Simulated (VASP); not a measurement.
Write the native input for VASP 6.6.1 that does the following.

```
Task                   : single point
Functional             : PBE
Dispersion             : D3(BJ)
Potentials or basis    : VASP PAW PBE potentials, release 64 (In_d, O)
Cutoff                 : 520 eV
k mesh                 : 12 × 12 × 2
Occupations            : gaussian, width 0.05 eV
Spin                   : no spin polarisation
Dipole correction      : no
Further INCAR settings : ALGO = Normal; EDIFF = 1e-06; NBANDS = 27
```

The structure of InO lies in POSCAR:

```
InO
1.0
    3.2582940281      0.0000000000      0.0000000000
   -1.6291470140      2.8217654013      0.0000000000
    0.0000000000      0.0000000000     15.8520222321
In O
2 2
Direct
    0.6666666667      0.3333333333      0.5895266171
    0.6666666667      0.3333333333      0.4104733829
    0.0000000000      0.0000000000      0.6398766429
    0.0000000000      0.0000000000      0.3601233571
```

This cell differs from its parent crystal: strain -0.050 along x and y, +0.000 along z.

These files were run (other wordings do the same):

INCAR

```
SYSTEM = InO
PREC = Accurate ; ENCUT = 520
EDIFF = 1E-6 ; ISMEAR = 0
SIGMA = 0.05 ; LREAL = .FALSE.
LASPH = .TRUE. ; NELM = 80
ALGO = Normal ; ISIF = 2
LWAVE = .FALSE. ; LCHARG = .FALSE.
GGA = PE ; IVDW = 12
NBANDS = 27
```

KPOINTS

```
Automatic mesh
0
G
  12 12 2
  0 0 0
```

Potentials or basis: VASP PAW PBE potentials, release 64 (In_d, O).

Command:

```sh
$ cat potpaw_PBE.64/In_d/POTCAR potpaw_PBE.64/O/POTCAR > POTCAR
$ mpirun -np 1 vasp_std > vasp.out
```

It gave:

```json
{
  "Largest force": "1.273 eV/Å",
  "Band gap on the k mesh": "0.35 eV, indirect (least direct gap 1.58 eV)",
  "Dispersion energy per atom": "-0.160 eV"
}
```

Caveat: the cell differs from its parent crystal (strain -0.050 along x and y, +0.000 along z); spin-orbit coupling is left out, which moves the levels of the heavy elements.

Wall time 3.4 min on 1 thread of Intel Xeon 6975P-C, with other jobs on the host, peak memory 0.32 GiB.
